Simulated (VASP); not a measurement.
Write the native input for VASP 6.6.1 that does the following.

```yaml
Task: single point
Functional: PBEsol
Potentials_or_basis: VASP PAW PBE potentials, release 64 (Ba_sv, Ti_sv, O)
Cutoff: 520 eV
k_mesh: 6 × 6 × 6
Occupations: gaussian, width 0.01 eV
Spin: no spin polarisation
Hubbard_terms: Ti d U = 6.0 eV
Dipole_correction: no
Further_INCAR_settings: ALGO = Normal; EDIFF = 1e-06; NBANDS = 28
```

The structure of BaTiO3 (Barioperovskite) lies in POSCAR:

```
BaTiO3
1.0
    3.9855000000      0.0000000000      0.0000000000
    0.0000000000      2.8369000000      2.8451500000
    0.0000000000     -2.8369000000      2.8451500000
Ba Ti O
1 1 3
Direct
    0.0000000000      0.0000000000      0.0000000000
    0.5000000000      0.5124000000      0.5124000000
    0.0000000000      0.4874000000      0.4874000000
    0.5000000000      0.5052400000      0.9918400000
    0.5000000000      0.9918400000      0.5052400000
```

The input as run:

INCAR

```
SYSTEM = BaTiO3
PREC     = Accurate       ! precision mode
ENCUT    = 520            ! plane-wave cutoff, eV
EDIFF    = 1E-6           ! SCF threshold, eV
ISMEAR   = 0              ! smearing method
SIGMA    = 0.01           ! smearing width, eV
LREAL    = .False.        ! projectors in reciprocal space
LASPH    = .True.         ! aspherical terms in the spheres
NELM     = 150            ! most SCF steps
ALGO     = Normal         ! electronic algorithm
ISIF     = 2              ! what is computed and relaxed
LWAVE    = .False.        ! write WAVECAR
LCHARG   = .False.        ! write CHGCAR
LMAXMIX  = 4              ! l up to which the mixer works
LDAU     = .True.         ! DFT+U
LDAUTYPE = 2            
LDAUL    = -1 2 -1        ! shell
LDAUU    = 0 6 0          ! U, eV
LDAUJ    = 0 0 0        
LDAUPRINT= 1            
GGA      = PS             ! functional
NBANDS   = 28             ! bands
```

KPOINTS

```
Automatic mesh
0
Gamma
  6 6 6
  0 0 0
```

Potentials or basis: VASP PAW PBE potentials, release 64 (Ba_sv, Ti_sv, O).

The run is started by

```sh
$ cat potpaw_PBE.64/Ba_sv/POTCAR potpaw_PBE.64/Ti_sv/POTCAR potpaw_PBE.64/O/POTCAR > POTCAR
$ mpirun -np 1 vasp_std > vasp.out
```

It gave:

| Item | Value |
| --- | --- |
| Pressure | 2.9 GPa |
| Largest force | 0.723 eV/Å |
| Band gap on the k mesh | 2.52 eV, indirect (least direct gap 2.77 eV) |

Caveat: the PAW data sets were made with another functional, which shifts forces and pressure a little; spin-orbit coupling is left out, which moves the levels of the heavy elements.

It took 2.1 min on 1 thread of Intel(R) Xeon(R) Platinum 8259CL CPU @ 2.50GHz (Skylake/Cascade Lake), with other jobs on the host, peak memory 0.23 GiB.
